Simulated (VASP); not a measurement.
Wanted: the native input for a VASP 6.6.1 run.

| Quantity | Value |
| --- | --- |
| Task | single point |
| Functional | PBE |
| Potentials or basis | VASP PAW PBE potentials, release 64 (Ge_d, S, H) |
| Cutoff | 520 eV |
| k mesh | 3 × 3 × 2, shifted |
| Occupations | gaussian, width 0.02 eV |
| Spin | no spin polarisation |
| Dipole correction | no |
| Further INCAR settings | LREAL = Auto; ALGO = Normal; EDIFF = 1e-06; NBANDS = 94 |

The structure of Ge8HS8 (a cell with a defect) lies in POSCAR:

```
Ge8HS8
1.0
    0.0000000000     -3.6648200634     -4.4582437440
    0.0000000000     -3.6648200634      4.4582437440
  -10.7854111416      0.0000000000      0.0000000000
Ge S H
8 8 1
Direct
    0.1895242155      0.5569650944      0.1338743587
    0.6925851036      0.0575052016      0.1259405861
    0.8246930161      0.4498617831      0.8731312953
    0.3014738650      0.9235071497      0.8703191632
    0.6926170480      0.5550319281      0.3759347647
    0.1928273312      0.0574367975      0.3747970241
    0.3167601587      0.4439947902      0.6189885497
    0.8095425300      0.9496308778      0.6271855483
    0.1255714643      0.6233441585      0.3547814682
    0.6234954560      0.1255399543      0.3497486513
    0.8865297542      0.3807193657      0.6513672875
    0.3760850164      0.8792434637      0.6517837760
    0.1250155847      0.1238891321      0.1520606844
    0.6236312688      0.6260118026      0.1529542989
    0.8745716930      0.8808127157      0.8497470221
    0.3904304771      0.3735377264      0.8424204586
    0.3059009737      0.6189305163      0.8862242593
```

These files were run (other wordings do the same):

INCAR

```
ALGO = Normal ; EDIFF = 1E-6
ENCUT = 520 ; GGA = PE
ISIF = 2 ; ISMEAR = 0
LASPH = T ; LCHARG = F
LREAL = Auto ; LWAVE = F
NBANDS = 94 ; NELM = 100
PREC = Accurate ; SIGMA = 0.02
```

KPOINTS

```
Automatic mesh
0
Gamma
  3 3 2
  0 0 0.5
```

Potentials or basis: VASP PAW PBE potentials, release 64 (Ge_d, S, H).

The run is started by

```bash
$ cat potpaw_PBE.64/Ge_d/POTCAR potpaw_PBE.64/S/POTCAR potpaw_PBE.64/H/POTCAR > POTCAR
$ mpirun -np 1 vasp_std > vasp.out
```

It gave:

| Property | Result |
| --- | --- |
| Pressure | 0.4 GPa |
| Largest force | 0.026 eV/Å |

Caveat: the k points lie up to 0.37 Å⁻¹ apart.

Run time: 6.2 min on 1 thread of AMD EPYC 9R45 96-Core Processor (Zen 5), on a shared host, peak memory 0.5 GiB.
